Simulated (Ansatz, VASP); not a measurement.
This is a calculation of Ta for VASP 6.6.1.

INCAR

```
PREC     = Accurate       # precision mode
ENCUT    = 600            # plane-wave cutoff, eV
EDIFF    = 1E-7           # SCF threshold, eV
ISMEAR   = -1             # smearing method
SIGMA    = 0.05           # smearing width, eV
LREAL    = False          # projectors in reciprocal space
LASPH    = True           # aspherical terms in the spheres
NELM     = 100            # most SCF steps
ALGO     = Normal         # electronic algorithm
ISIF     = 3              # what is computed and relaxed
LWAVE    = False          # write WAVECAR
LCHARG   = False          # write CHGCAR
GGA      = CA             # functional
IBRION   = 2              # ionic algorithm
NSW      = 80             # ionic steps
EDIFFG   = -0.02          # ionic threshold
```

Contents of KPOINTS:

```
regular mesh
0
Gamma
  11 11 11
```

POSCAR

```
Ta
1.0
   -1.6512800000      1.6512800000      1.6512800000
    1.6512800000     -1.6512800000      1.6512800000
    1.6512800000      1.6512800000     -1.6512800000
Ta
1
Direct
    0.0000000000      0.0000000000      0.0000000000
```

Potentials or basis: VASP PAW LDA potentials, release 64 (Ta_pv).

The run is started by

```bash
$ cat potpaw_LDA.64/Ta_pv/POTCAR > POTCAR
$ mpirun -np 1 vasp_std > vasp.out
```

**Question.** Set up the same calculation for Ansatz 0.2.0. Potentials there: all-electron LAPW, scalar-relativistic.

**Answer.** As run (the cutoff follows the program's own potentials):

File input.yaml:

```yaml
crystal:
  lattice:
    - [-1.65128, 1.65128, 1.65128]
    - [1.65128, -1.65128, 1.65128]
    - [1.65128, 1.65128, -1.65128]
  atoms:
    - { symbol: Ta, position: [0.0, 0.0, 0.0] }
kpoints:
  mp_grid: { grid: [11, 11, 11] }
scf:
  occupations: { method: fermi_dirac, width: 0.05 }
hamiltonian:
  xc: lda
  pseudopotentials: { kind: all_electron, lapw: { basis_error: 0.001 } }
output:
  forces: true
  stress: true
relax:
  f_tol: 0.02
  max_steps: 60
  cell: {}
```

Potentials or basis: all-electron LAPW, scalar-relativistic.

Command:

```sh
$ ansatz run input.yaml --threads 1 --pin off --max-ram 3072MiB --backend cpu --events-out ev --progress --plain --runs-dir out
```

Both were run:

|  | VASP | Ansatz | Ansatz less VASP |
| --- | --- | --- | --- |
| relaxed volume (Å³/atom) | 17.29 | 17.20 | -0.089 |
| relaxed cell length with the largest relative difference (Å) | 2.821 | 2.816 | -0.0048 |

LDA's correlation is that of Perdew and Zunger in VASP and of Perdew and Wang (1992) in Ansatz. Ansatz ran all-electron here, and VASP with PAW potentials.

Spin-orbit coupling is off throughout.
